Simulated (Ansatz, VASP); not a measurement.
**Two plane-wave programs on Au**

The input INCAR:

```
  PREC = Accurate
  ENCUT = 520
  EDIFF = 1E-6
  ISMEAR = 0
  SIGMA = 0.05
  LREAL = False
  LASPH = True
  NELM = 60
  ALGO = Fast
  ISIF = 2
  LWAVE = False
  LCHARG = False
  GGA = PS
  NBANDS = 18
```

KPOINTS

```
Automatic mesh
0
Gamma
  14 14 8
```

Contents of POSCAR:

```
Au
1.0
   -2.8226199300      0.0000000000      0.0000000000
    1.4113099650     -2.5559330250      0.0000000000
    0.0000000000      0.0000000000      4.8931696100
Au
2
Direct
    0.6653279700      0.3306559400      0.2500000000
    0.3065650188      0.6947558377      0.7644660794
```

Input for Ansatz:

```yaml
crystal:
  lattice:
    - [-2.82261993, 0.0, 0.0]
    - [1.411309965, -2.555933025, 0.0]
    - [0.0, 0.0, 4.89316961]
  atoms:
    - { symbol: Au, position: [0.66532797, 0.33065594, 0.25] }
    - { symbol: Au, position: [0.3065650188, 0.6947558377, 0.7644660794] }
basis:
  ecutwfc: 420
  fft_grid_basis: typed
kpoints:
  mp_grid: { grid: [14, 14, 8] }
hamiltonian:
  xc: pbesol
  pseudopotentials: { kind: paw }
scf:
  occupations: { method: gaussian, width: 0.05 }
output:
  forces: true
  stress: true
  eigenvalues: true
  bader: true
  write_density: true
  volumetric_format: npy
```

Alike in both runs: task single point; functional PBEsol; k mesh 14 × 14 × 8; occupations gaussian, width 0.05 eV; no spin polarisation.

|  | VASP | Ansatz |
| --- | --- | --- |
| version | VASP 6.6.1 | Ansatz 0.2.0 |
| potentials or method | VASP PAW PBE potentials, release 64 (Au), cutoff 520 eV | scalar-relativistic, plane waves, PAW |
| valence electrons in the cell | 22 | 38 |

Ansatz gave:

| Property | Result |
| --- | --- |
| gap on the k mesh at the Fermi level (eV) | none |
| pressure (GPa) | -4.8 |
| traceless stress, the component that is largest in VASP (GPa) | -0.48 |
| rms of the force components (eV/Å) | 0.249 |

Q: Estimate VASP's values.

A: gap on the k mesh at the Fermi level (eV): none; pressure (GPa): -5.0; traceless stress, the component that is largest in VASP (GPa): -0.47; rms of the force components (eV/Å): 0.248.

VASP's potentials were made for PBE, not for PBEsol. Atom by atom the forces differ by 0.001 eV/Å (rms over components). A gap of «none» marks a metal or a gap that the smearing closes. VASP's potentials hold 22 valence electrons a cell and Ansatz's 38, so a difference there can come from the potentials and not from the codes.

Neither program's run includes spin-orbit coupling.
